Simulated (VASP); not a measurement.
Wanted: the native input for a VASP 6.6.1 run.

- Task: relaxation of cell and atoms
- Functional: PBEsol
- Potentials or basis: VASP PAW PBE potentials, release 64 (Hg)
- Cutoff: 600 eV
- k mesh: 5 × 5 × 5
- Occupations: fermi-dirac, width 0.1 eV
- Spin: no spin polarisation
- Dipole correction: no
- Further INCAR settings: ALGO = Normal; EDIFF = 1e-07; IBRION = 2; EDIFFG = -0.01; NSW = 80; ISIF = 3

The structure of Hg lies in POSCAR:

```
Hg
1.0
    5.6937108959      0.0000000000      0.0000000000
    0.0000000000      5.6937108959      0.0000000000
    0.0000000000      0.0000000000      5.6937108959
Hg
8
Direct
    0.0000000000      0.0000000000      0.0000000000
    0.5000000000      0.5000000000      0.5000000000
    0.2500000000      0.0000000000      0.5000000000
    0.7500000000      0.0000000000      0.5000000000
    0.5000000000      0.2500000000      0.0000000000
    0.5000000000      0.7500000000      0.0000000000
    0.0000000000      0.5000000000      0.2500000000
    0.0000000000      0.5000000000      0.7500000000
```

One way to write it, as run:

INCAR

```
SYSTEM = Hg
ALGO = Normal
EDIFF = 1E-7
EDIFFG = -0.01
ENCUT = 600
GGA = PS
IBRION = 2
ISIF = 3
ISMEAR = -1
LASPH = .True.
LCHARG = .False.
LREAL = .False.
LWAVE = .False.
NELM = 80
NSW = 80
PREC = Accurate
SIGMA = 0.1
```

KPOINTS

```
k-points
0
Gamma
  5 5 5
  0 0 0
```

Potentials or basis: VASP PAW PBE potentials, release 64 (Hg).

Run with:

```sh
$ cat potpaw_PBE.64/Hg/POTCAR > POTCAR
$ mpirun -np 1 vasp_std > vasp.out
```

It gave:

| Property | Result |
| --- | --- |
| Relaxed volume | 24.50 Å³/atom |
| Relaxed cell | a = 5.809 Å, b = 5.809 Å, c = 5.809 Å, α = 90.00°, β = 90.00°, γ = 90.00° |
| Space group after relaxing (to 0.1 Å) | Pm-3n (No. 223) |
| Energy gained by relaxing | 8.7 meV/atom |
| Ionic steps | 3 |
| Pressure after relaxing | 0.0 GPa |
| Band gap on the k mesh | zero (bands 48 and 49 overlap by 0.38 eV) |

Caveat: the PAW data sets were made with another functional, which shifts forces and pressure a little; spin-orbit coupling is left out, which moves the levels of the heavy elements.

Run time: 3.7 min on 1 thread of AMD EPYC 9R45 96-Core Processor (Zen 5), on a shared host, peak memory 0.35 GiB.
